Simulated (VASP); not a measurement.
# HF in VASP: notebook

The runs below take HF through single point, with PBE+D3(BJ).

All numbers are computed with VASP 6.6.1; they aren't measurements. Logs are shortened: lines on timing, memory, paths and dates and some standing lists are left out, and cuts for length are marked.

### Step 1. The cell of the first run

The cell holds a disordered packing, 12 atoms: a = 5.887 Å, b = 5.887 Å, c = 5.887 Å, α = 90.00°, β = 90.00°, γ = 90.00°.

### Step 2. Single point, PBE+D3(BJ)

The input, INCAR:

```
ALGO = Normal ; EDIFF = 1E-6
ENCUT = 1010 ; GGA = PE
GGA_COMPAT = F ; ISIF = 2
ISMEAR = -1 ; IVDW = 12
LASPH = T ; LCHARG = T
LELF = T ; LREAL = F
LVHAR = T ; LWAVE = F
NBANDS = 36 ; NELM = 120
PREC = Accurate ; SIGMA = 0.02
```

The input, KPOINTS:

```
k-points
0
Gamma
  1 1 1
```

The input, POSCAR:

```
HF
1.0
    5.8867650000      0.0000000000      0.0000000000
    0.0000000000      5.8867650000      0.0000000000
    0.0000000000      0.0000000000      5.8867650000
F H
6 6
Direct
    0.3250002336      0.4051970819      0.8312375303
    0.8649062770      0.7831466009      0.6208333440
    0.6774009154      0.3586350058      1.0256736934
    0.7097956178      0.6848753093      0.2674304138
    0.3582952606      0.1666110334      0.3338336081
    0.2540104794      0.7951396055      0.7115622927
    0.2896327609      0.5539545064      0.7675522974
    0.8357561411      0.7186629668      0.4713454673
    0.5205235813      0.3609112985      0.9398710497
    0.6884596209      0.5295098411      0.1939265454
    0.4929532604      0.0859045673      0.3555772992
    0.0902702928      0.8167304114      0.6800679151
```

Potentials or basis: VASP PAW PBE potentials, release 64 (F_h, H_h).

The run is started by

```sh
cat potpaw_PBE.64/F_h/POTCAR potpaw_PBE.64/H_h/POTCAR > POTCAR
mpirun -np 1 vasp_gam > vasp.out
```

OUTCAR:

```text
EDIFF = 1E-6
   ENCUT = 1010
   GGA = PE
   ISIF = 2
   ISMEAR = -1
   IVDW = 12
   LASPH = T
   LREAL = F
   NELM = 120
   PREC = Accurate
 IVDW          = 12

 ion  position               nearest neighbor table
   1  0.325  0.405  0.831-   7 0.98
   2  0.865  0.783  0.621-   8 0.97
   3  0.677  0.359  0.026-   9 1.05
   4  0.710  0.685  0.267-  10 1.02
   5  0.358  0.167  0.334-  11 0.93
   6  0.254  0.795  0.712-  12 0.99
   7  0.290  0.554  0.768-   1 0.98
   8  0.836  0.719  0.471-   2 0.97
   9  0.521  0.361  0.940-   3 1.05
  10  0.688  0.530  0.194-   4 1.02
  11  0.493  0.086  0.356-   5 0.93
  12  0.090  0.817  0.680-   6 0.99

  LATTYP: Found a simple cubic cell.
 ALAT       =     5.8867650000

  Lattice vectors:

 A1 = (   5.8867650000,   0.0000000000,   0.0000000000)
 A2 = (   0.0000000000,   5.8867650000,   0.0000000000)
 A3 = (   0.0000000000,   0.0000000000,   5.8867650000)

Analysis of symmetry for initial positions (statically):
=====================================================================
 Subroutine PRICEL returns:
 Original cell was already a primitive cell.

 Routine SETGRP: Setting up the symmetry group for a
 simple cubic supercell.

 Subroutine GETGRP returns: Found  1 space group operations
 (whereof  1 operations were pure point group operations)
 out of a pool of 48 trial point group operations.

The static configuration has the point symmetry C_1 .

Analysis of symmetry for dynamics (positions and initial velocities):
=====================================================================
 Subroutine PRICEL returns:
 Original cell was already a primitive cell.

 Routine SETGRP: Setting up the symmetry group for a
 simple cubic supercell.

 Subroutine GETGRP returns: Found  1 space group operations
 (whereof  1 operations were pure point group operations)
 out of a pool of 48 trial point group operations.

The dynamic configuration has the point symmetry C_1 .

 Subroutine INISYM returns: Found  1 space group operations
 (whereof  1 operations are pure point group operations),
 and found     1 'primitive' translations

[... 96 lines left out ...]
   ISIF   =      2    stress and relaxation
   ISYM   =      2    0-nonsym 1-usesym 2-fastsym
   POTIM  = 0.5000    time-step for ionic-motion
   TEBEG  =    0.0;   TEEND  =   0.0 temperature during run
   PSTRESS=    0.0 pullay stress
   NELECT =      48.0000    total number of electrons
   NUPDOWN=      -1.0000    fix difference up-down
   EMIN   =  10.00;   EMAX   =-10.00  energy-range for DOS
   EFERMI =   0.00;   METHOD = LEGACY
   ISMEAR =    -1;   SIGMA  =   0.02  broadening in eV -4-tet -1-fermi 0-gaus
   EFERMI_NEDOS =   21; number of points for ismear=-14 and -15
   IALGO  =     38    algorithm
   IMIX   =      4    mixing-type and parameters
     AMIX     =   0.40;   BMIX     =  1.00
     AMIX_MAG =   1.60;   BMIX_MAG =  1.00
  volume/ion in A,a.u.               =      17.00       114.72
  Fermi-wavevector in a.u.,A,eV,Ry     =   1.010676  1.909900 13.897884  1.021466
  Thomas-Fermi vector in A             =   2.143679
   LORBIT       =      0    0 simple, 1 ext, 2 COOP (PROOUT), +10 PAW based schemes
   GGA     = PE    functional components
   LHFCALC =     F    Hartree Fock is set to
   AEXX    =    0.0000 exact exchange contribution
   IVDW    =    12    specifies the selected vdW correction
   LEPSILON=     F    determine dielectric tensor
   LRPA    =     F    only Hartree local field effects (RPA)
 non-spin polarized calculation
  energy-cutoff  :     1010.00
  volume of cell :      204.00
 maximum number of plane-waves:      7398
 NGX is ok and might be reduce to    64
   NGX = 31   NGY = 31   NGZ = 31

 number of electron      47.9999998 magnetization

 Free energy of the ion-electron system (eV)
  ---------------------------------------------------
  ext. energy  EPLUGINS =         0.00000000
  ---------------------------------------------------
  free energy    TOTEN  =       -49.49247611 eV

  energy without entropy =      -49.49247611  energy(sigma->0) =      -49.49247611

 E-fermi :  -6.1804     XC(G=0):  -5.5443

 val. band max:       -6.7347335415   @ k =   0.0000   0.0000   0.0000
 cond. band min:       0.2735961132   @ k =   0.0000   0.0000   0.0000
 fundamental gap:      7.0083296547
 Fermi energy:        -6.1803665196

 k-point     1 :       0.0000    0.0000    0.0000
  band No.  band energies     occupation
      1     -28.6010      2.00000
      2     -28.3239      2.00000
      3     -27.8062      2.00000
      4     -27.3137      2.00000
      5     -27.2561      2.00000
      6     -26.9750      2.00000
[... 28 lines left out ...]
     35       7.8715      0.00000
     36       8.1472      0.00000

------------------------ aborting loop because EDIFF is reached ----------------------------------------

 Edisp (eV)   -0.21219

 E8    (eV) :    -0.0415

  FORCE on cell =-STRESS in cart. coord.  units (eV):
  Direction    XX          YY          ZZ          XY          YZ          ZX
  --------------------------------------------------------------------------------------
  -------------------------------------------------------------------------------------
  Total       0.48787    -0.32729     0.72015     0.07026    -0.11335     0.13924
  in kB       3.83161    -2.57047     5.65595     0.55177    -0.89026     1.09354
  external pressure =        2.31 kB  Pullay stress =        0.00 kB

 VOLUME and BASIS-vectors are now :
 -----------------------------------------------------------------------------
  energy-cutoff  :     1010.00
  volume of cell :      204.00
      direct lattice vectors                 reciprocal lattice vectors
     5.886765000  0.000000000  0.000000000     0.169872587  0.000000000  0.000000000
     0.000000000  5.886765000  0.000000000     0.000000000  0.169872587  0.000000000
     0.000000000  0.000000000  5.886765000     0.000000000  0.000000000  0.169872587

 POSITION                                       TOTAL-FORCE (eV/Angst)
 -----------------------------------------------------------------------------------
      1.91320      2.38530      4.89330        -0.180666     -0.765295      0.006528
      5.09150      4.61020      3.65470        -0.002013      0.275920      0.599900
      3.98770      2.11120      0.15113        -0.980670     -0.186363     -0.357506
      4.17840      4.03170      1.57430        -0.134319     -0.731398     -0.202118
      2.10920      0.98080      1.96520        -0.064792      0.043978      0.042107
      1.49530      4.68080      4.18880         0.188015     -0.109607      0.115148
      1.70500      3.26100      4.51840         0.166733      0.758288      0.035733
      4.91990      4.23060      2.77470        -0.474318      0.004000     -0.450403
      3.06420      2.12460      5.53280         1.141913      0.395896      0.664691
      4.05280      3.11710      1.14160         0.149793      0.648373     -0.318784
      2.90190      0.50570      2.09320        -0.001959     -0.125405     -0.020267
      0.53140      4.80790      4.00340         0.192283     -0.208386     -0.115028
 -----------------------------------------------------------------------------------
    total drift:                                0.000310      0.001326     -0.003222

  FREE ENERGIE OF THE ION-ELECTRON SYSTEM (eV)
  ---------------------------------------------------
  free  energy   TOTEN  =       -49.7046647182 eV

  energy  without entropy=      -49.7046647182  energy(sigma->0) =      -49.70466472
```

OSZICAR:

```text
N       E                     dE             d eps       ncg     rms          rms(c)
DAV:   1     0.788136852722E+03    0.78814E+03   -0.34956E+04    72   0.201E+03
DAV:   2     0.112759486588E+03   -0.67538E+03   -0.63110E+03   120   0.381E+02
DAV:   3    -0.468645430290E+02   -0.15962E+03   -0.15789E+03    92   0.197E+02
DAV:   4    -0.523161116894E+02   -0.54516E+01   -0.54218E+01    88   0.405E+01
DAV:   5    -0.524503239451E+02   -0.13421E+00   -0.13412E+00   104   0.623E+00    0.121E+01
DAV:   6    -0.495299434607E+02    0.29204E+01   -0.95242E+00    96   0.184E+01    0.495E+00
DAV:   7    -0.495029264218E+02    0.27017E-01   -0.50224E-01    76   0.363E+00    0.303E+00
DAV:   8    -0.494932647977E+02    0.96616E-02   -0.82891E-02    96   0.300E+00    0.398E-01
DAV:   9    -0.494923186611E+02    0.94614E-03   -0.10038E-02    76   0.737E-01    0.199E-01
DAV:  10    -0.494928507107E+02   -0.53205E-03   -0.37896E-03    96   0.456E-01    0.110E-01
DAV:  11    -0.494926272246E+02    0.22349E-03   -0.50575E-04   108   0.235E-01    0.478E-02
DAV:  12    -0.494925083553E+02    0.11887E-03   -0.35705E-04    80   0.160E-01    0.260E-02
DAV:  13    -0.494924856604E+02    0.22695E-04   -0.62608E-05    96   0.866E-02    0.118E-02
DAV:  14    -0.494924779961E+02    0.76643E-05   -0.18540E-05    80   0.325E-02    0.105E-02
DAV:  15    -0.494924759588E+02    0.20373E-05   -0.38596E-06    88   0.229E-02    0.339E-03
DAV:  16    -0.494924761097E+02   -0.15090E-06   -0.39930E-06    80   0.141E-02
   1 F= -.49704665E+02 E0= -.49704665E+02  d E =-.105300E-11
```

stdout:

```text
POSCAR found type information on POSCAR F H
 POSCAR found :  2 types and      12 ions
 scaLAPACK will be used
 LDA part: xc-table for (Slater+PW92), standard interpolation
 POSCAR, INCAR and KPOINTS ok, starting setup
 FFT: planning ... GRIDC
 FFT: planning ... GRID_SOFT
 FFT: planning ... GRID
 WAVECAR not read
 entering main loop
```

Wall time 22 s (1 thread of Intel Xeon 6975P-C (Granite Rapids), shared host); peak memory 0.53 GiB.

What came out:

* Free energy: -49.7047 eV
* Pressure: 0.2 GPa
* Largest force: 1.379 eV/Å
* Dispersion energy per atom: -0.018 eV

Forces on the atoms (eV/Å):
```
F   -0.181 -0.765  0.007
F   -0.002  0.276  0.600
F   -0.981 -0.186 -0.358
F   -0.134 -0.731 -0.202
F   -0.065  0.044  0.042
F    0.188 -0.110  0.115
H    0.167  0.758  0.036
H   -0.474  0.004 -0.450
H    1.142  0.396  0.665
H    0.150  0.648 -0.319
H   -0.002 -0.125 -0.020
H    0.192 -0.208 -0.115
```

Stress tensor (GPa, compression positive):
```
 0.38  0.06  0.11
 0.06 -0.26 -0.09
 0.11 -0.09  0.57
```

Levels at points of the mesh, in eV from the Fermi level:
```csv
k point,band 22,band 23,band 24,band 25,band 26,band 27
"(0.00, 0.00, 0.00)",-1.07,-0.73,-0.55,6.45,9.91,10.77
```

Caveat: the k points lie up to 1.07 Å⁻¹ apart, too coarse for converged energies, forces and pressures.

### Step 3. Single point, PBE+D3(BJ)

The input, INCAR:

```
SYSTEM = HF
PREC = Accurate ; ENCUT = 1010
EDIFF = 1E-6 ; ISMEAR = -1
SIGMA = 0.02 ; LREAL = .False.
LASPH = .True. ; NELM = 120
ALGO = Normal ; ISIF = 2
LWAVE = .False. ; LCHARG = .False.
GGA = PE ; IVDW = 12
NBANDS = 36 ; GGA_COMPAT = .False.
```

The input, KPOINTS:

```
Automatic mesh
0
Gamma
  1 1 1
  0 0 0
```

The input, POSCAR:

```
HF
1.0
    5.8867650000      0.0000000000      0.0000000000
    0.0000000000      5.8867650000      0.0000000000
    0.0000000000      0.0000000000      5.8867650000
F H
6 6
Direct
    0.3374106373      0.4334888224      0.8439154559
    0.8679057963      0.7501110422      0.6321189717
    0.6510051066      0.3073471482      1.0547838609
    0.7066073153      0.6652957888      0.2609811303
    0.3445598059      0.1499447611      0.3691482426
    0.2609112271      0.8187654132      0.7418438727
    0.3150713630      0.5967354965      0.8018539612
    0.8126258913      0.7110284279      0.4803140282
    0.5256993056      0.3640556037      0.9509552589
    0.7015977618      0.5149162058      0.1899217083
    0.4582207033      0.1572749588      0.2551772556
    0.1061330865      0.8087447314      0.6793188536
```

Potentials or basis: VASP PAW PBE potentials, release 64 (F_h, H_h).

The run is started by

```sh
cat potpaw_PBE.64/F_h/POTCAR potpaw_PBE.64/H_h/POTCAR > POTCAR
mpirun -np 1 vasp_gam > vasp.out
```

Run time: 37 s. Hardware: 1 thread of Intel Xeon Platinum 8488C (Sapphire Rapids), shared host; peak memory 0.51 GiB.

The run converged. Its results:

| Property | Result |
| --- | --- |
| Free energy | -49.9476 eV |
| Pressure | 0.2 GPa |
| Largest force | 0.413 eV/Å |
| Dispersion energy per atom | -0.018 eV |

Forces on the atoms (eV/Å):
```
F   -0.049 -0.039 -0.114
F    0.071  0.030  0.032
F    0.096 -0.017  0.095
F    0.039  0.050  0.017
F    0.280 -0.037 -0.302
F   -0.101 -0.035 -0.049
H    0.002  0.077  0.016
H   -0.034 -0.007 -0.058
H   -0.046 -0.021  0.031
H   -0.030 -0.033 -0.031
H   -0.254  0.037  0.287
H    0.026 -0.005  0.074
```

Stress tensor (GPa, compression positive):
```
 0.06 -0.16  0.46
-0.16  0.18 -0.15
 0.46 -0.15  0.28
```

Levels at points of the mesh, in eV from the Fermi level:
| k point | band 22 | band 23 | band 24 | band 25 | band 26 | band 27 |
| --- | --- | --- | --- | --- | --- | --- |
| (0.00, 0.00, 0.00) | -1.56 | -0.53 | -0.51 | 6.38 | 10.40 | 10.63 |

Caveat: the k points lie up to 1.07 Å⁻¹ apart, too coarse for converged energies, forces and pressures.

### Step 4. Single point, PBE+D3(BJ)

The input, INCAR:

```
PREC     = Accurate       # precision mode
ENCUT    = 1010           # plane-wave cutoff, eV
EDIFF    = 1E-6           # SCF threshold, eV
ISMEAR   = -1             # smearing method
SIGMA    = 0.02           # smearing width, eV
LREAL    = False          # projectors in reciprocal space
LASPH    = True           # aspherical terms in the spheres
NELM     = 120            # most SCF steps
ALGO     = Normal         # electronic algorithm
ISIF     = 2              # what is computed and relaxed
LWAVE    = False          # write WAVECAR
LCHARG   = False          # write CHGCAR
GGA      = PE             # functional
IVDW     = 12             # dispersion correction
NBANDS   = 36             # bands
GGA_COMPAT= False
```

The input, KPOINTS:

```
Automatic mesh
0
Gamma
  1 1 1
```

The input, POSCAR:

```
HF
1.0
    5.8867650000      0.0000000000      0.0000000000
    0.0000000000      5.8867650000      0.0000000000
    0.0000000000      0.0000000000      5.8867650000
F H
6 6
Direct
    0.3503112490      0.3928133703      0.8182762519
    0.8737566388      0.7980784013      0.6028778115
    0.6889182768      0.3591106491      1.0114893324
    0.6778765587      0.6619764845      0.2792195714
    0.3731930865      0.1901723612      0.3270387046
    0.2966654861      0.7676032592      0.6898525761
    0.2757541706      0.5392435404      0.7863402055
    0.8097316608      0.7252200487      0.4680499391
    0.5404326485      0.3887194410      0.9227818675
    0.6701983178      0.5190796643      0.1795892990
    0.4962657759      0.1511356407      0.2231276431
    0.1613449832      0.8203656847      0.6342702656
```

The run is started by

```sh
cat potpaw_PBE.64/F_h/POTCAR potpaw_PBE.64/H_h/POTCAR > POTCAR
mpirun -np 1 vasp_gam > vasp.out
```

Run time: 48 s. Hardware: 1 thread of AMD EPYC 7R43 (Zen 3), shared host; peak memory 0.47 GiB.

It converged, with:

```yaml
Free_energy: -49.4883 eV
Pressure: 0.6 GPa
Largest_force: 2.520 eV/Å
Dispersion_energy_per_atom: -0.018 eV
```

Forces on the atoms (eV/Å):
```
F   -0.840 -0.330 -0.042
F    0.498  0.112  0.177
F   -0.240 -0.048  0.146
F   -0.439 -0.654 -0.652
F    1.295 -0.501 -1.108
F    1.744 -0.494  0.823
H    0.674  0.151 -0.268
H   -0.095  0.110  0.084
H    0.471 -0.203  0.031
H    0.525  0.815  0.437
H   -1.293  0.387  1.164
H   -2.301  0.655 -0.792
```

Stress tensor (GPa, compression positive):
```
 0.91 -0.30  2.00
-0.30  0.42 -0.54
 2.00 -0.54  0.41
```

Levels at points of the mesh, in eV from the Fermi level:
```
           k point  band 20  band 21  band 22  band 23  band 24  band 25  band 26  band 27  band 28  band 29
(0.00, 0.00, 0.00)    -1.16    -0.71    -0.63    -0.53    -0.52     6.53     9.89    10.76    11.09    11.20
```

Caveat: the k points lie up to 1.07 Å⁻¹ apart, too coarse for converged energies, forces and pressures.

### Step 5. The runs side by side

```csv
cell,pressure (GPa),largest force (eV/Å)
"as given, atomic positions A",0.2,1.38
"as given, atomic positions B",0.2,0.41
"as given, atomic positions C",0.6,2.52
```

Alike in all rows: task single point; level PBE+D3(BJ); potentials or basis VASP PAW PBE potentials, release 64 (F_h, H_h); no spin polarisation; k mesh 1 × 1 × 1; cutoff (eV) 1010; smearing fermi-dirac 0.02 eV.

Caveats: all runs use coarse meshes.

Absolute energies hang on the potentials; compare differences alone.
